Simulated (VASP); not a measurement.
A run of VASP 6.6.1 is set up as follows.

File INCAR:

```
SYSTEM = FeSi
  PREC = Accurate
  ENCUT = 520
  EDIFF = 1E-6
  ISMEAR = 0
  SIGMA = 0.01
  LREAL = .False.
  LASPH = .True.
  NELM = 80
  ALGO = Normal
  ISIF = 2
  LWAVE = .False.
  LCHARG = .True.
  GGA = PS
  LELF = .True.
  LVHAR = .True.
  NBANDS = 34
```

File KPOINTS:

```
Automatic mesh
0
Gamma
  8 8 8
  0 0 0
```

File POSCAR:

```
FeSi
1.0
    4.4032778256      0.0000000000      0.0000000000
    0.0000000000      4.4032778256      0.0000000000
    0.0000000000      0.0000000000      4.4032778256
Fe Si
4 4
Direct
    0.1368592065      0.1368592065      0.1368592065
    0.3631407935      0.8631407935      0.6368592065
    0.6368592065      0.3631407935      0.8631407935
    0.8631407935      0.6368592065      0.3631407935
    0.8409915072      0.8409915072      0.8409915072
    0.6590084928      0.1590084928      0.3409915072
    0.3409915072      0.6590084928      0.1590084928
    0.1590084928      0.3409915072      0.6590084928
```

Potentials or basis: VASP PAW PBE potentials, release 64 (Fe, Si).

Run with:

```bash
$ cat potpaw_PBE.64/Fe/POTCAR potpaw_PBE.64/Si/POTCAR > POTCAR
$ mpirun -np 1 vasp_std > vasp.out
```

Q: Estimate the largest force.

A: 0.047 eV/Å.

Q: What does it give for the band gap on the k mesh?

A: 0.14 eV, indirect (least direct gap 0.16 eV).

Q: Estimate the pressure.

A: 0.7 GPa.

Forces in eV/Å, atoms in the order of the input:
```
Fe   0.027  0.027  0.027
Fe  -0.027 -0.027  0.027
Fe   0.027 -0.027 -0.027
Fe  -0.027  0.027 -0.027
Si   0.004  0.004  0.004
Si  -0.004 -0.004  0.004
Si   0.004 -0.004 -0.004
Si  -0.004  0.004 -0.004
```

Caveat: the PAW data sets were made with another functional, which shifts forces and pressure a little. A k mesh can miss the band edges.
